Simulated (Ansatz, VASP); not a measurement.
# CuI in VASP and in Ansatz

```
CELL_PARAMETERS angstrom
0.00000 2.91685 3.01203
2.91685 0.00000 3.01203
2.91685 2.91685 0.00000
ATOMIC_POSITIONS crystal
Cu 0.00000 0.00000 0.00000
I 0.25000 0.25000 0.25000
```

Change from the starting cell: biaxial_xy strain -3.2%.

Alike in both runs: task single point; functional r2SCAN; k mesh 8 × 8 × 8; no spin polarisation.

|  | VASP | Ansatz |
| --- | --- | --- |
| version | VASP 6.6.1 | Ansatz 0.2.0 |
| potentials or method | VASP PAW PBE potentials, release 64 (Cu, I) | plane waves, PAW |
| plane-wave cutoff (eV) | 520 | 500 |
| occupations | gaussian, width 0.01 eV | fixed |
| valence electrons in the cell | 18 | 36 |

|  | VASP | Ansatz | Ansatz less VASP |
| --- | --- | --- | --- |
| gap on the k mesh at the Fermi level (eV) | 1.85 | 1.85 | -0.008 |
| pressure (GPa) | 3.2 | 3.3 | +0.05 |
| traceless stress, the component that is largest in VASP (GPa) | -0.39 | -0.39 | -0.002 |

VASP's potentials were made for PBE, not for r2SCAN. VASP's potentials hold 18 valence electrons a cell and Ansatz's 36, so a difference there can come from the potentials and not from the codes.

Spin-orbit coupling is off throughout.
